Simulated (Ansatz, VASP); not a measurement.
**One calculation of Ge, two programs**

```xyz
8
Lattice="5.4673 0.0000 0.0000 0.0000 5.4673 0.0000 0.0000 0.0000 5.4673" Properties=species:S:1:pos:R:3 pbc="T T T"
Ge    5.4673    0.0000    5.4673
Ge    2.7337    2.7337    2.7337
Ge    1.3668    0.0000    2.7337
Ge    4.1005    0.0000    2.7337
Ge    2.7337    1.3668    5.4673
Ge    2.7337    4.1005    0.0000
Ge    0.0000    2.7337    1.3668
Ge    0.0000    2.7337    4.1005
```

Alike in both runs: functional RPBE; k mesh 5 × 5 × 5; occupations fermi-dirac, width 0.1 eV; no spin polarisation.

Ansatz relaxed the structure, and its values are those at the end. VASP's run is a single point on that final structure, the one shown.

|  | VASP | Ansatz |
| --- | --- | --- |
| version | VASP 6.6.1 | Ansatz 0.2.0 |
| potentials or method | VASP PAW PBE potentials, release 64 (Ge_d), cutoff 520 eV | plane waves (420 eV) with PAW, scalar-relativistic |
| valence electrons in the cell | 112 | 112 |

```csv
,VASP,Ansatz,Ansatz less VASP
pressure (GPa),0.0,0.0,-0.01
```

VASP's potentials were made for PBE, not for RPBE.
